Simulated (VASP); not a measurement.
## Pd: single point with r2SCAN

Pd:

```xyz
1
Lattice="0.0000 1.9568 1.9568 1.9568 0.0000 1.9568 1.9568 1.9568 0.0000" Properties=species:S:1:pos:R:3 pbc="T T T"
Pd    0.0000    0.0000    0.0000
```

* Program: VASP 6.6.1
* Task: single point
* Functional: r2SCAN
* Potentials or basis: VASP PAW PBE potentials, release 64 (Pd)
* Cutoff: 520 eV
* k mesh: 15 × 15 × 15
* Occupations: fermi-dirac, width 0.05 eV
* Spin: collinear spin, ferromagnetic start
* Starting moments: [0.436] μB

- Pressure: 0.4 GPa
- Net moment: 0.40 μB per cell
- Site moments: Pd +0.41 μB
- Valence electrons inside the program's atomic spheres: Pd 9.45

Levels at points of the mesh, in eV from the Fermi level:
Spin up:
```tsv
k point	band 2	band 3	band 4	band 5	band 6	band 7	band 8	band 9
(0.00, 0.00, 0.00)	-3.16	-3.16	-3.16	-1.51	-1.51	17.95	21.88	22.84
```
Spin down:
```csv
k point,band 2,band 3,band 4,band 5,band 6,band 7,band 8,band 9
"(0.00, 0.00, 0.00)",-2.68,-2.68,-2.68,-1.20,-1.20,17.92,22.82,22.82
```

Wall time 76 s on 1 thread of Intel(R) Xeon(R) 6975P-C (Granite Rapids) (shared host), peak memory 0.18 GiB.

Caveat: the PAW data sets were made with another functional, which shifts forces and pressure a little.
